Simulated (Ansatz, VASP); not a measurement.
# Two plane-wave programs on Ta4C3

File INCAR:

```
SYSTEM = Ta4C3
ALGO = Normal
EDIFF = 1E-6
ENCUT = 520
GGA = PS
ISIF = 2
ISMEAR = 0
LASPH = .TRUE.
LCHARG = .TRUE.
LELF = .TRUE.
LREAL = .FALSE.
LVHAR = .TRUE.
LWAVE = .FALSE.
NBANDS = 37
NELM = 80
PREC = Accurate
SIGMA = 0.15
```

File KPOINTS:

```
k-points
0
G
  10 10 10
  0 0 0
```

POSCAR

```
Ta4C3
1.0
    4.0503940292      0.0000000000      0.0000000000
    0.0000000000      4.0503940292      0.0000000000
    0.0000000000      0.0000000000      4.7548103822
Ta C
4 3
Direct
    0.0000000000      0.5000000000      0.5000000000
    0.5000000000      0.0000000000      0.5000000000
    0.5000000000      0.5000000000      0.0000000000
    0.0000000000      0.0000000000      0.0000000000
    0.5000000000      0.0000000000      0.0000000000
    0.0000000000      0.5000000000      0.0000000000
    0.0000000000      0.0000000000      0.5000000000
```

Input for Ansatz:

```yaml
crystal:
  lattice:
    - [4.0503940292, 0.0, 0.0]
    - [0.0, 4.0503940292, 0.0]
    - [0.0, 0.0, 4.7548103822]
  atoms:
    - { symbol: Ta, position: [0.0, 0.5, 0.5] }
    - { symbol: Ta, position: [0.5, 0.0, 0.5] }
    - { symbol: Ta, position: [0.5, 0.5, 0.0] }
    - { symbol: Ta, position: [0.0, 0.0, 0.0] }
    - { symbol: C, position: [0.5, 0.0, 0.0] }
    - { symbol: C, position: [0.0, 0.5, 0.0] }
    - { symbol: C, position: [0.0, 0.0, 0.5] }
basis:
  ecutwfc: 420
kpoints:
  mp_grid: { grid: [10, 10, 10] }
hamiltonian:
  xc: pbesol
scf:
  occupations: { method: gaussian, width: 0.15 }
output:
  forces: true
  stress: true
  eigenvalues: true
  write_density: true
  write_potential: true
  elf: true
  volumetric_format: npy
```

Change from the starting cell: strain -0.080 along x and y, +0.080 along z, atoms carried along.

Alike in both runs: task single point; functional PBEsol; k mesh 10 × 10 × 10; occupations gaussian, width 0.15 eV; no spin polarisation.

|  | VASP | Ansatz |
| --- | --- | --- |
| version | VASP 6.6.1 | Ansatz 0.2.0 |
| potentials or method | VASP PAW PBE potentials, release 64 (Ta_pv, C), cutoff 520 eV | scalar-relativistic, plane waves, PAW |
| valence electrons in the cell | 56 | 64 |

Ansatz gave:

```
gap on the k mesh at the Fermi level (eV)                     : none
pressure (GPa)                                                : 50.9
traceless stress, the component that is largest in VASP (GPa) : -69.82
```

Task: Estimate VASP's values.

Result: gap on the k mesh at the Fermi level (eV): none; pressure (GPa): 52.1; traceless stress, the component that is largest in VASP (GPa): -70.47.

VASP's potentials were made for PBE, not for PBEsol. A gap of «none» marks a metal or a gap that the smearing closes. Both programs put the cell under a high pressure, so it lies far from rest at this level. VASP's potentials hold 56 valence electrons a cell and Ansatz's 64, so a difference there can come from the potentials and not from the codes.

Spin-orbit coupling is off throughout.
